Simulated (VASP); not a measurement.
# CuO (Cc) in VASP: electric field gradients with PBE

Aim: the electric field gradients of CuO with PBE.

Program: VASP 6.6.1. These are calculated values, not measurements. Logs are shortened: lines on timing, memory, paths and dates and some standing lists are left out, and cuts for length are marked.

### Step 1. The cell of the first run

The structure is monoclinic, space group Cc (No. 9). The conventional cell has a = 4.689 Å, b = 3.427 Å, c = 5.132 Å, α = 90.00°, β = 99.65°, γ = 90.00°. Within 2.5 Å of Cu (site symmetry 1) lie 4 O at 1.91 to 2.02 Å. O (site symmetry 1) has 4 Cu at 1.91 to 2.02 Å within 2.5 Å.

### Step 2. Electric field gradients, PBE

INCAR reads:

```
PREC     = Accurate       # precision mode
ENCUT    = 520            # plane-wave cutoff, eV
EDIFF    = 1E-8           # SCF threshold, eV
ISMEAR   = -1             # smearing method
SIGMA    = 0.03           # smearing width, eV
LREAL    = False          # projectors in reciprocal space
LASPH    = True           # aspherical terms in the spheres
NELM     = 60             # most SCF steps
ALGO     = Normal         # electronic algorithm
ISIF     = 2              # what is computed and relaxed
LWAVE    = False          # write WAVECAR
LCHARG   = False          # write CHGCAR
GGA      = PE             # functional
LEFG     = True         
NBANDS   = 25             # bands
```

KPOINTS reads:

```
regular mesh
0
Gamma
  15 15 8
```

POSCAR reads:

```
CuO
1.0
    2.3446500000     -1.7134000000      0.0000000000
    2.3446500000      1.7134000000      0.0000000000
   -0.8605500000      0.0000000000      5.0594400000
Cu O
2 2
Direct
    0.0032000000      0.4968000000      0.0000000000
    0.4968000000      0.0032000000      0.5000000000
    0.5714000000      0.4056000000      0.2537000000
    0.4056000000      0.5714000000      0.7537000000
```

Potentials or basis: VASP PAW PBE potentials, release 64 (Cu, O).

Command:

```
> cat potpaw_PBE.64/Cu/POTCAR potpaw_PBE.64/O/POTCAR > POTCAR
> mpirun -np 1 vasp_std > vasp.out
```

OUTCAR:

```text
PREC = Accurate
   ENCUT = 520
   EDIFF = 1E-8
   ISMEAR = -1
   LREAL = False
   LASPH = True
   NELM = 60
   ISIF = 2
   GGA = PE

 ion  position               nearest neighbor table
   1  0.003  0.497  0.000-   4 1.91   3 1.93   4 1.98   3 2.02
   2  0.497  0.003  0.500-   3 1.91   4 1.93   3 1.98   4 2.02
   3  0.571  0.406  0.254-   2 1.91   1 1.93   2 1.98   1 2.02
   4  0.406  0.571  0.754-   1 1.91   2 1.93   1 1.98   2 2.02

  LATTYP: Found a base centered monoclinic cell.
 ALAT       =     4.6893000000
 B/A-ratio  =     0.7307700510
 C/A-ratio  =     1.0944283424
 COS(beta)  =    -0.1676798048

  Lattice vectors:

 A1 = (   2.3446500000,  -1.7134000000,   0.0000000000)
 A2 = (   2.3446500000,   1.7134000000,   0.0000000000)
 A3 = (  -0.8605500000,   0.0000000000,   5.0594400000)

Analysis of symmetry for initial positions (statically):
=====================================================================
 Subroutine PRICEL returns:
 Original cell was already a primitive cell.

 Routine SETGRP: Setting up the symmetry group for a
 base centered monoclinic supercell.

 Subroutine GETGRP returns: Found  2 space group operations
 (whereof  1 operations were pure point group operations)
 out of a pool of  4 trial point group operations.

The static configuration has the point symmetry C_1 .
 The point group associated with its full space group is C_1h.

Analysis of symmetry for dynamics (positions and initial velocities):
=====================================================================
 Subroutine PRICEL returns:
 Original cell was already a primitive cell.

 Routine SETGRP: Setting up the symmetry group for a
 base centered monoclinic supercell.

 Subroutine GETGRP returns: Found  2 space group operations
 (whereof  1 operations were pure point group operations)
 out of a pool of  4 trial point group operations.

The dynamic configuration has the point symmetry C_1 .
 The point group associated with its full space group is C_1h.

 Subroutine INISYM returns: Found  2 space group operations
 (whereof  1 operations are pure point group operations),
 and found     1 'primitive' translations

----------------------------------------------------------------------------------------

                                     Primitive cell

  volume of cell :      40.6508

  direct lattice vectors                    reciprocal lattice vectors
     2.344650000 -1.713400000  0.000000000     0.213251445 -0.291817439  0.036271510
     2.344650000  1.713400000  0.000000000     0.213251445  0.291817439  0.036271510
    -0.860550000  0.000000000  5.059440000     0.000000000  0.000000000  0.197650333

  length of vectors
     2.903984019  2.903984019  5.132102826     0.363248151  0.363248151  0.197650333

  position of ions in fractional coordinates (direct lattice)
     0.003200000  0.496800000  0.000000000
     0.496800000  0.003200000  0.500000000
     0.571400000  0.405600000  0.253700000
     0.405600000  0.571400000  0.753700000

  ion indices of the primitive-cell ions
   primitive index   ion index
                 1           1
                 2           2
                 3           3
                 4           4

----------------------------------------------------------------------------------------

 KPOINTS: regular mesh

Automatic generation of k-mesh.
 Grid dimensions read from file:
 generate k-points for:   15   15    8

 Generating k-lattice:

  Cartesian coordinates                     Fractional coordinates (reciprocal lattice)
     0.014216763 -0.019454496  0.002418101     0.066666667  0.000000000  0.000000000
     0.014216763  0.019454496  0.002418101     0.000000000  0.066666667  0.000000000
     0.000000000  0.000000000  0.024706292     0.000000000  0.000000000  0.125000000

  Length of vectors
     0.024216543  0.024216543  0.024706292

  Shift w.r.t. Gamma in fractional coordinates (k-lattice)
     0.000000000  0.000000000  0.000000000

 Subroutine IBZKPT returns following result:
 ===========================================

 Found    488 irreducible k-points:

 Following reciprocal coordinates:
            Coordinates               Weight
  0.000000  0.000000  0.000000      1.000000
  0.066667  0.000000  0.000000      4.000000
  0.133333  0.000000 -0.000000      4.000000
  0.200000  0.000000 -0.000000      4.000000
  0.266667  0.000000 -0.000000      4.000000
  0.333333 -0.000000 -0.000000      4.000000
[... 16 lines left out ...]
  0.133333  0.133333 -0.000000      2.000000
  0.200000  0.133333 -0.000000      4.000000
 [... further k-points ...]
   k-points           NKPTS =    488   k-points in BZ     NKDIM =    488   number of bands    NBANDS=     25
   number of dos      NEDOS =    301   number of ions     NIONS =      4
   total plane-waves  NPLWV =  23040
   dimension x,y,z NGX =    24 NGY =   24 NGZ =   40
   dimension x,y,z NGXF=    48 NGYF=   48 NGZF=   80
   ions per type =               2   2
   NGX,Y,Z   is equivalent  to a cutoff of  13.74, 13.74, 12.96 a.u.
   NGXF,Y,Z  is equivalent  to a cutoff of  27.48, 27.48, 25.91 a.u.
 SYSTEM =  unknown system
   PREC   = accura    normal or accurate (medium, high low for compatibility)
   ISTART =      0    job   : 0-new  1-cont  2-samecut
   ICHARG =      2    charge: 1-file 2-atom 10-const
   ISPIN  =      1    spin polarized calculation?
   LNONCOLLINEAR =      F non collinear calculations
   LSORBIT =      F    spin-orbit coupling
   LASPH  =      T    aspherical Exc in radial PAW
   ENCUT  =  520.0 eV  38.22 Ry    6.18 a.u.   5.40  5.40  9.54*2*pi/ulx,y,z
   NELM   =     60;   NELMIN=  2; NELMDL= -5     # of ELM steps
   EDIFF  = 0.1E-07   stopping-criterion for ELM
   LREAL  =      F    real-space projection
   EDIFFG = 0.1E-06   stopping-criterion for IOM
   NSW    =      0    number of steps for IOM
   IBRION =     -1    ionic relax: 0-MD 1-quasi-New 2-CG
   NFREE  =      0    steps in history (QN), initial steepest desc. (CG)
   ISIF   =      2    stress and relaxation
   ISYM   =      2    0-nonsym 1-usesym 2-fastsym
   POTIM  = 0.5000    time-step for ionic-motion
   TEBEG  =    0.0;   TEEND  =   0.0 temperature during run
   PSTRESS=    0.0 pullay stress
   NELECT =      34.0000    total number of electrons
   NUPDOWN=      -1.0000    fix difference up-down
   EMIN   =  10.00;   EMAX   =-10.00  energy-range for DOS
   EFERMI =   0.00;   METHOD = LEGACY
   ISMEAR =    -1;   SIGMA  =   0.03  broadening in eV -4-tet -1-fermi 0-gaus
   EFERMI_NEDOS =   21; number of points for ismear=-14 and -15
   IALGO  =     38    algorithm
   IMIX   =      4    mixing-type and parameters
     AMIX     =   0.40;   BMIX     =  1.00
     AMIX_MAG =   1.60;   BMIX_MAG =  1.00
  volume/ion in A,a.u.               =      10.16        68.58
  Fermi-wavevector in a.u.,A,eV,Ry     =   1.542451  2.914810 32.370373  2.379155
  Thomas-Fermi vector in A             =   2.648254
   LORBIT       =      0    0 simple, 1 ext, 2 COOP (PROOUT), +10 PAW based schemes
   GGA     = PE    functional components
[... 5 lines left out ...]
 non-spin polarized calculation
  energy-cutoff  :      520.00
  volume of cell :       40.65
 maximum number of plane-waves:      1129
 NGX is ok and might be reduce to    24
   NGX = 11   NGY = 11   NGZ = 19

 number of electron      33.9999999 magnetization

 Free energy of the ion-electron system (eV)
  ---------------------------------------------------
  ext. energy  EPLUGINS =         0.00000000
  ---------------------------------------------------
  free energy    TOTEN  =       -19.48374814 eV

  energy without entropy =      -19.47693978  energy(sigma->0) =      -19.48034396

 E-fermi :   5.6814     XC(G=0): -11.8989

 val. band max:        5.6808066333   @ k =   0.4000   0.2667   0.2500
 cond. band min:       5.6833994985   @ k =   0.4000   0.0667   0.0000
 fundamental gap:      0.0025928652
 Fermi energy:         5.6814063353

 k-point     1 :       0.0000    0.0000    0.0000
  band No.  band energies     occupation
      1     -14.2274      2.00000
      2     -12.9139      2.00000
      3      -2.4370      2.00000
      4       0.1486      2.00000
      5       0.5079      2.00000
      6       2.3000      2.00000
[... 17 lines left out ...]
     24      22.0629      0.00000
     25      22.4436      0.00000
[... 621 lines left out ...]
      3      -1.9346      2.00000
      4       0.1723      2.00000
      5       0.3840      2.00000
      6       0.7797      2.00000
[... 17 lines left out ...]
     24      21.1168      0.00000
     25      21.9958      0.00000

 [... further k-points ...]
[... 5 lines left out ...]
  --------------------------------------------------------------------------------------
  -------------------------------------------------------------------------------------
  Total        1.5945136      1.7666499      1.4816963      0.0000000      0.0000000     -0.4562165
  in kB       62.8448346     69.6292709     58.3983474      0.0000000      0.0000000    -17.9809388
  external PRESSURE =      63.6241510 kB  Pullay stress =       0.0000000 kB

 VOLUME and BASIS-vectors are now :
 -----------------------------------------------------------------------------
  energy-cutoff  :      520.00
  volume of cell :       40.65
      direct lattice vectors                 reciprocal lattice vectors
     2.344650000 -1.713400000  0.000000000     0.213251445 -0.291817439  0.036271510
     2.344650000  1.713400000  0.000000000     0.213251445  0.291817439  0.036271510
    -0.860550000  0.000000000  5.059440000     0.000000000  0.000000000  0.197650333

 POSITION                                       TOTAL-FORCE (eV/Angst)
 -----------------------------------------------------------------------------------
      1.17233      0.84573      0.00000        -0.650449      0.364665      0.254261
      0.74205     -0.84573      2.52972        -0.650449     -0.364665      0.254261
      2.07240     -0.28408      1.28358         0.650449      0.269701     -0.254261
      1.64213      0.28408      3.81330         0.650449     -0.269701     -0.254261
 -----------------------------------------------------------------------------------
    total drift:                               -0.000093      0.000000     -0.000529

  FREE ENERGIE OF THE ION-ELECTRON SYSTEM (eV)
  ---------------------------------------------------
  free  energy   TOTEN  =       -19.4837481411 eV

  energy  without entropy=      -19.4769397771  energy(sigma->0) =      -19.48034396

 Electric field gradients (V/A^2)
---------------------------------------------------------------------
 ion       V_xx      V_yy      V_zz      V_xy      V_xz      V_yz
---------------------------------------------------------------------
   1      -1.840   -11.984    13.824   -18.037    -6.131    -8.367
   2      -1.840   -11.984    13.824    18.037    -6.131     8.367
   3      12.861   -24.238    11.377     4.132   -16.874   -10.551
   4      12.861   -24.238    11.377    -4.132   -16.874    10.551
---------------------------------------------------------------------

 Electric field gradients after diagonalization (V/A^2)
 (convention: |V_zz| > |V_xx| > |V_yy|)
----------------------------------------------------------------------
 ion       V_xx      V_yy      V_zz     asymmetry (V_yy - V_xx)/ V_zz
----------------------------------------------------------------------
   1      16.389    11.819   -28.208       0.162
   2      16.389    11.819   -28.208       0.162
   3     -27.136    -3.811    30.947       0.754
   4     -27.136    -3.811    30.947       0.754
----------------------------------------------------------------------

           NMR quadrupolar parameters

 Cq : quadrupolar parameter    Cq=e*Q*V_zz/h
 eta: asymmetry parameters     (V_yy - V_xx)/ V_zz
 Q  : nuclear electric quadrupole moment in mb (millibarn)
----------------------------------------------------------------------
 ion       Cq(MHz)       eta       Q (mb)
----------------------------------------------------------------------
   1      -0.068       0.162       1.000
   2      -0.068       0.162       1.000
   3       0.075       0.754       1.000
   4       0.075       0.754       1.000
----------------------------------------------------------------------
```

It took 4 min on 1 thread of Intel Xeon Platinum 8559C (Emerald Rapids), shared host; peak memory 0.49 GiB.

Results:

- Free energy: -19.4837 eV
- Pressure: 6.4 GPa
- Largest force: 0.788 eV/Å
- Band gap on the k mesh: zero (band 17 reaches 5.96 eV, above the bottom of band 18 at 5.26 eV)

Forces in eV/Å, atoms in the order of the input:
```
Cu  -0.650  0.365  0.254
Cu  -0.650 -0.365  0.254
O    0.650  0.270 -0.254
O    0.650 -0.270 -0.254
```

Stress tensor (GPa, compression positive):
```
 6.28  0.00 -1.80
 0.00  6.96  0.00
-1.80  0.00  5.84
```

Levels at points of the mesh, in eV from the Fermi level:
```csv
k point,band 15,band 16,band 17,band 18,band 19,band 20
"(0.00, 0.00, 0.00)",-2.14,-1.66,0.21,0.91,1.71,6.05
"(0.00, 0.00, 0.50)",-1.47,-1.47,0.24,0.24,3.93,3.93
```

Electric field gradients, principal values (V/Å²):
```
atom   least   middle  greatest (by size)
1 Cu  11.819   16.389             -28.208
2 Cu  11.819   16.389             -28.208
 3 O  -3.811  -27.136              30.947
 4 O  -3.811  -27.136              30.947
```

Caveat: without QUAD_EFG the Cq values of the log hold for a quadrupole moment of 1 mb, not for the nuclei; semilocal functionals often make such compounds metallic where correlation or magnetic order opens a gap, which also shifts bond lengths. With open d or f shells a metallic result of PBE can be an artefact of self-interaction; +U or a hybrid may open a gap.
